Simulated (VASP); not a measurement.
# Nb (Im-3m) in VASP: notebook

Runs on Nb. Level: PBE. Tasks: single point.

Program: VASP 6.6.1. These are calculated values, not measurements. Logs are shortened: lines on timing, memory, paths and dates and some standing lists are left out, and cuts for length are marked.

### 1 The cell of the first run

Symmetry: Im-3m, No. 229, cubic system. Conventional cell: a = 3.278 Å, b = 3.278 Å, c = 3.278 Å, α = 90.00°, β = 90.00°, γ = 90.00°. Nb (site symmetry m-3m) has 14 Nb at 2.84 to 3.28 Å within 3.7 Å.

### 2 Single point, PBE (17.61 Å³/atom)

INCAR

```
SYSTEM = Nb
  PREC = Accurate
  ENCUT = 520
  EDIFF = 1E-6
  ISMEAR = 0
  SIGMA = 0.1
  LREAL = .FALSE.
  LASPH = .TRUE.
  NELM = 80
  ALGO = Fast
  ISIF = 2
  LWAVE = .FALSE.
  LCHARG = .FALSE.
  GGA = PE
  NBANDS = 12
```

KPOINTS

```
regular mesh
0
G
  18 18 18
  0 0 0
```

POSCAR

```
Nb
1.0
   -1.6388340493      1.6388340493      1.6388340493
    1.6388340493     -1.6388340493      1.6388340493
    1.6388340493      1.6388340493     -1.6388340493
Nb
1
Direct
    0.0000000000      0.0000000000      0.0000000000
```

Potentials or basis: VASP PAW PBE potentials, release 64 (Nb_sv).

Started as:

```bash
$ cat potpaw_PBE.64/Nb_sv/POTCAR > POTCAR
$ mpirun -np 1 vasp_std > vasp.out
```

OUTCAR:

```text
SYSTEM = Nb
   PREC = Accurate
   ENCUT = 520
   EDIFF = 1E-6
   ISMEAR = 0
   LREAL = .FALSE.
   LASPH = .TRUE.
   NELM = 80
   ISIF = 2
   GGA = PE

 ion  position               nearest neighbor table
   1  0.000  0.000  0.000-

  LATTYP: Found a body centered cubic cell.
 ALAT       =     3.2776680986

  Lattice vectors:

 A1 = (  -1.6388340493,   1.6388340493,   1.6388340493)
 A2 = (   1.6388340493,  -1.6388340493,   1.6388340493)
 A3 = (   1.6388340493,   1.6388340493,  -1.6388340493)

Analysis of symmetry for initial positions (statically):
=====================================================================
 Subroutine PRICEL returns:
 Original cell was already a primitive cell.

 Routine SETGRP: Setting up the symmetry group for a
 body centered cubic supercell.

 Subroutine GETGRP returns: Found 48 space group operations
 (whereof 48 operations were pure point group operations)
 out of a pool of 48 trial point group operations.

The static configuration has the point symmetry O_h .

Analysis of symmetry for dynamics (positions and initial velocities):
=====================================================================
 Subroutine PRICEL returns:
 Original cell was already a primitive cell.

 Routine SETGRP: Setting up the symmetry group for a
 body centered cubic supercell.

 Subroutine GETGRP returns: Found 48 space group operations
 (whereof 48 operations were pure point group operations)
 out of a pool of 48 trial point group operations.

The dynamic configuration has the point symmetry O_h .

 Subroutine INISYM returns: Found 48 space group operations
 (whereof 48 operations are pure point group operations),
 and found     1 'primitive' translations

----------------------------------------------------------------------------------------

                                     Primitive cell

  volume of cell :      17.6062

  direct lattice vectors                    reciprocal lattice vectors
    -1.638834049  1.638834049  1.638834049     0.000000000  0.305094955  0.305094955
     1.638834049 -1.638834049  1.638834049     0.305094955  0.000000000  0.305094955
     1.638834049  1.638834049 -1.638834049     0.305094955  0.305094955  0.000000000

  length of vectors
     2.838543839  2.838543839  2.838543839     0.431469423  0.431469423  0.431469423

  position of ions in fractional coordinates (direct lattice)
     0.000000000  0.000000000  0.000000000

  ion indices of the primitive-cell ions
   primitive index   ion index
                 1           1

----------------------------------------------------------------------------------------

 KPOINTS: regular mesh

Automatic generation of k-mesh.
 Grid dimensions read from file:
 generate k-points for:   18   18   18

 Generating k-lattice:

  Cartesian coordinates                     Fractional coordinates (reciprocal lattice)
     0.000000000  0.016949720  0.016949720     0.055555556  0.000000000  0.000000000
     0.016949720  0.000000000  0.016949720     0.000000000  0.055555556  0.000000000
     0.016949720  0.016949720  0.000000000     0.000000000  0.000000000  0.055555556

  Length of vectors
     0.023970523  0.023970523  0.023970523

  Shift w.r.t. Gamma in fractional coordinates (k-lattice)
     0.000000000  0.000000000  0.000000000

 Subroutine IBZKPT returns following result:
 ===========================================

 Found    195 irreducible k-points:

 Following reciprocal coordinates:
            Coordinates               Weight
  0.000000  0.000000  0.000000      1.000000
  0.055556  0.000000  0.000000     12.000000
  0.111111  0.000000  0.000000     12.000000
  0.166667  0.000000  0.000000     12.000000
  0.222222  0.000000  0.000000     12.000000
  0.277778  0.000000  0.000000     12.000000
[... 16 lines left out ...]
  0.333333  0.111111 -0.000000     48.000000
  0.388889  0.111111  0.000000     48.000000
 [... further k-points ...]
   k-points           NKPTS =    195   k-points in BZ     NKDIM =    195   number of bands    NBANDS=     12
   number of dos      NEDOS =    301   number of ions     NIONS =      1
   total plane-waves  NPLWV =  13824
   dimension x,y,z NGX =    24 NGY =   24 NGZ =   24
   dimension x,y,z NGXF=    48 NGYF=   48 NGZF=   48
   ions per type =               1
   NGX,Y,Z   is equivalent  to a cutoff of  14.06, 14.06, 14.06 a.u.
   NGXF,Y,Z  is equivalent  to a cutoff of  28.11, 28.11, 28.11 a.u.
 SYSTEM =  Nb
   PREC   = accura    normal or accurate (medium, high low for compatibility)
   ISTART =      0    job   : 0-new  1-cont  2-samecut
   ICHARG =      2    charge: 1-file 2-atom 10-const
   ISPIN  =      1    spin polarized calculation?
   LNONCOLLINEAR =      F non collinear calculations
   LSORBIT =      F    spin-orbit coupling
   LASPH  =      T    aspherical Exc in radial PAW
   ENCUT  =  520.0 eV  38.22 Ry    6.18 a.u.   5.28  5.28  5.28*2*pi/ulx,y,z
   NELM   =     80;   NELMIN=  2; NELMDL= -5     # of ELM steps
   EDIFF  = 0.1E-05   stopping-criterion for ELM
   LREAL  =      F    real-space projection
   EDIFFG = 0.1E-04   stopping-criterion for IOM
   NSW    =      0    number of steps for IOM
   IBRION =     -1    ionic relax: 0-MD 1-quasi-New 2-CG
   NFREE  =      0    steps in history (QN), initial steepest desc. (CG)
   ISIF   =      2    stress and relaxation
   ISYM   =      2    0-nonsym 1-usesym 2-fastsym
   POTIM  = 0.5000    time-step for ionic-motion
   TEBEG  =    0.0;   TEEND  =   0.0 temperature during run
   PSTRESS=    0.0 pullay stress
   NELECT =      13.0000    total number of electrons
   NUPDOWN=      -1.0000    fix difference up-down
   EMIN   =  10.00;   EMAX   =-10.00  energy-range for DOS
   EFERMI =   0.00;   METHOD = LEGACY
   ISMEAR =     0;   SIGMA  =   0.10  broadening in eV -4-tet -1-fermi 0-gaus
   EFERMI_NEDOS =   21; number of points for ismear=-14 and -15
   IALGO  =     68    algorithm
   IMIX   =      4    mixing-type and parameters
     AMIX     =   0.40;   BMIX     =  1.00
     AMIX_MAG =   1.60;   BMIX_MAG =  1.00
  volume/ion in A,a.u.               =      17.61       118.81
  Fermi-wavevector in a.u.,A,eV,Ry     =   1.479679  2.796189 29.789293  2.189451
  Thomas-Fermi vector in A             =   2.593807
   LORBIT       =      0    0 simple, 1 ext, 2 COOP (PROOUT), +10 PAW based schemes
   GGA     = PE    functional components
   LHFCALC =     F    Hartree Fock is set to
   AEXX    =    0.0000 exact exchange contribution
   IVDW    =     0    specifies the selected vdW correction
   LEPSILON=     F    determine dielectric tensor
   LRPA    =     F    only Hartree local field effects (RPA)
 non-spin polarized calculation
 RMM-DIIS sequential band-by-band and
 Gauss-broadening in eV      SIGMA  =   0.10
  energy-cutoff  :      520.00
  volume of cell :       17.61
 maximum number of plane-waves:       490
 NGX is ok and might be reduce to    24
   NGX = 11   NGY = 11   NGZ = 11

 number of electron      13.0000001 magnetization

 Free energy of the ion-electron system (eV)
  ---------------------------------------------------
  ext. energy  EPLUGINS =         0.00000000
  ---------------------------------------------------
  free energy    TOTEN  =       -10.21148610 eV

  energy without entropy =      -10.20351232  energy(sigma->0) =      -10.20749921

 E-fermi :  11.4863     XC(G=0): -12.6187

 val. band max:       11.4818489821   @ k =  -0.2222   0.3333   0.1111
 cond. band min:      11.5092297378   @ k =   0.3333   0.2222   0.0000
 fundamental gap:      0.0273807557
 Fermi energy:        11.4863249522

 k-point     1 :       0.0000    0.0000    0.0000
  band No.  band energies     occupation
      1     -42.8428      2.00000
      2     -18.0888      2.00000
      3     -18.0888      2.00000
      4     -18.0888      2.00000
      5       5.5135      2.00000
      6      11.8586      0.00000
      7      11.8586      0.00000
      8      11.8586      0.00000
      9      14.8444      0.00000
     10      14.8444      0.00000
     11      25.7831      0.00000
     12      25.7831      0.00000

 k-point     2 :       0.0556    0.0000    0.0000
  band No.  band energies     occupation
      1     -42.8349      2.00000
      2     -18.1365      2.00000
      3     -18.1032      2.00000
      4     -18.0893      2.00000
      5       5.6452      2.00000
      6      11.7765      0.00004
      7      11.8398      0.00000
      8      11.9843      0.00000
      9      14.7144      0.00000
     10      14.8440      0.00000
     11      25.8971      0.00000
     12      26.0851      0.00000

 k-point     3 :       0.1111    0.0000    0.0000
  band No.  band energies     occupation
      1     -42.8121      2.00000
      2     -18.2721      2.00000
      3     -18.1443      2.00000
      4     -18.0905      2.00000
      5       6.0220      2.00000
      6      11.5498      0.36901
      7      11.7600      0.00011
      8      12.3569      0.00000
      9      14.4377      0.00000
     10      14.8499      0.00000
     11      26.1690      0.00000
     12      26.6706      0.00000
[... 286 lines left out ...]
 k-point    23 :       0.3333    0.1111   -0.0000
  band No.  band energies     occupation
      1     -42.5964      2.00000
      2     -19.3538      2.00000
      3     -18.5407      2.00000
      4     -18.1639      2.00000
      5       8.1846      2.00000
      6      10.0385      2.00000
      7      12.0753      0.00000
      8      14.6153      0.00000
      9      15.6560      0.00000
     10      17.5660      0.00000
     11      24.2576      0.00000
     12      25.1329      0.00000

 k-point    24 :       0.3889    0.1111    0.0000
  band No.  band energies     occupation
      1     -42.5739      2.00000
      2     -19.4540      2.00000
      3     -18.5884      2.00000
      4     -18.1662      2.00000
      5       8.0825      2.00000
      6       9.9135      2.00000
      7      12.6792      0.00000
      8      14.7377      0.00000
      9      15.8603      0.00000
     10      18.4238      0.00000
     11      23.6727      0.00000
     12      24.2535      0.00000

 [... further k-points ...]
[... 5 lines left out ...]
  --------------------------------------------------------------------------------------
  -------------------------------------------------------------------------------------
  Total        0.5479892      0.5479892      0.5479892      0.0000000     -0.0000000     -0.0000000
  in kB       49.8675109     49.8675109     49.8675109      0.0000000     -0.0000000     -0.0000000
  external PRESSURE =      49.8675109 kB  Pullay stress =       0.0000000 kB

 VOLUME and BASIS-vectors are now :
 -----------------------------------------------------------------------------
  energy-cutoff  :      520.00
  volume of cell :       17.61
      direct lattice vectors                 reciprocal lattice vectors
    -1.638834049  1.638834049  1.638834049     0.000000000  0.305094955  0.305094955
     1.638834049 -1.638834049  1.638834049     0.305094955  0.000000000  0.305094955
     1.638834049  1.638834049 -1.638834049     0.305094955  0.305094955  0.000000000

 POSITION                                       TOTAL-FORCE (eV/Angst)
 -----------------------------------------------------------------------------------
      0.00000      0.00000      0.00000        -0.000000      0.000000     -0.000000
 -----------------------------------------------------------------------------------
    total drift:                                0.000000      0.000000      0.000000

  FREE ENERGIE OF THE ION-ELECTRON SYSTEM (eV)
  ---------------------------------------------------
  free  energy   TOTEN  =       -10.2114860992 eV

  energy  without entropy=      -10.2035123183  energy(sigma->0) =      -10.20749921
```

Wall time 96 s (1 thread of Intel Xeon 8259CL, shared host); peak memory 0.17 GiB.

What came out:

```yaml
Free_energy: -10.2115 eV
Pressure: 5.0 GPa
Band_gap_on_the_k_mesh: zero (an odd number of electrons rules out a gap without spin polarisation)
```

Caveat: the cell stands under pressure.

(Part 1 of 2 ends here.)
